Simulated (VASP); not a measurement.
Here is a VASP 6.6.1 calculation.

The input INCAR:

```
PREC     = Accurate       # precision mode
ENCUT    = 520            # plane-wave cutoff, eV
EDIFF    = 1E-6           # SCF threshold, eV
ISMEAR   = 0              # smearing method
SIGMA    = 0.05           # smearing width, eV
LREAL    = Auto         
LASPH    = T              # aspherical terms in the spheres
NELM     = 100            # most SCF steps
ALGO     = Normal         # electronic algorithm
ISIF     = 2              # what is computed and relaxed
LWAVE    = F              # write WAVECAR
LCHARG   = T              # write CHGCAR
GGA      = PE             # functional
LELF     = T              # ELF
LVHAR    = T            
NBANDS   = 276            # bands
```

File KPOINTS:

```
regular mesh
0
Gamma
  1 1 1
```

POSCAR

```
ZnSe
1.0
    0.0000000000      8.5014000000      8.5014000000
    8.5014000000      0.0000000000      8.5014000000
    8.5014000000      8.5014000000      0.0000000000
Zn Se
27 27
Direct
    0.0000000000      0.0000000000      0.0000000000
    0.0000000000      0.0000000000      0.3333330000
    0.0000000000      0.0000000000      0.6666670000
    0.0000000000      0.3333330000      0.0000000000
    0.0000000000      0.3333330000      0.3333330000
    0.0000000000      0.3333330000      0.6666670000
    0.0000000000      0.6666670000      0.0000000000
    0.0000000000      0.6666670000      0.3333330000
    0.0000000000      0.6666670000      0.6666670000
    0.3333330000      0.0000000000      0.0000000000
    0.3333330000      0.0000000000      0.3333330000
    0.3333330000      0.0000000000      0.6666670000
    0.3333330000      0.3333330000      0.0000000000
    0.3333330000      0.3333330000      0.3333330000
    0.3333330000      0.3333330000      0.6666670000
    0.3333330000      0.6666670000      0.0000000000
    0.3333330000      0.6666670000      0.3333330000
    0.3333330000      0.6666670000      0.6666670000
    0.6666670000      0.0000000000      0.0000000000
    0.6666670000      0.0000000000      0.3333330000
    0.6666670000      0.0000000000      0.6666670000
    0.6666670000      0.3333330000      0.0000000000
    0.6666670000      0.3333330000      0.3333330000
    0.6666670000      0.3333330000      0.6666670000
    0.6666670000      0.6666670000      0.0000000000
    0.6666670000      0.6666670000      0.3333330000
    0.6666670000      0.6666670000      0.6666670000
    0.0833330000      0.0833330000      0.0833330000
    0.0833330000      0.0833330000      0.4166670000
    0.0833330000      0.0833330000      0.7500000000
    0.0833330000      0.4166670000      0.0833330000
    0.0833330000      0.4166670000      0.4166670000
    0.0833330000      0.4166670000      0.7500000000
    0.0833330000      0.7500000000      0.0833330000
    0.0833330000      0.7500000000      0.4166670000
    0.0833330000      0.7500000000      0.7500000000
    0.4166670000      0.0833330000      0.0833330000
    0.4166670000      0.0833330000      0.4166670000
    0.4166670000      0.0833330000      0.7500000000
    0.4166670000      0.4166670000      0.0833330000
    0.4166670000      0.4166670000      0.4166670000
    0.4166670000      0.4166670000      0.7500000000
    0.4166670000      0.7500000000      0.0833330000
    0.4166670000      0.7500000000      0.4166670000
    0.4166670000      0.7500000000      0.7500000000
    0.7500000000      0.0833330000      0.0833330000
    0.7500000000      0.0833330000      0.4166670000
    0.7500000000      0.0833330000      0.7500000000
    0.7500000000      0.4166670000      0.0833330000
    0.7500000000      0.4166670000      0.4166670000
    0.7500000000      0.4166670000      0.7500000000
    0.7500000000      0.7500000000      0.0833330000
    0.7500000000      0.7500000000      0.4166670000
    0.7500000000      0.7500000000      0.7500000000
```

Potentials or basis: VASP PAW PBE potentials, release 64 (Zn, Se).

Command:

```bash
$ cat potpaw_PBE.64/Zn/POTCAR potpaw_PBE.64/Se/POTCAR > POTCAR
$ mpirun -np 1 vasp_gam > vasp.out
```

Task: What does it give for the band gap on the k mesh?

Result: 1.25 eV.

Task: Estimate the pressure.

Result: 3.8 GPa.

Caveat: the k points lie up to 0.64 Å⁻¹ apart. A k mesh can miss the band edges.
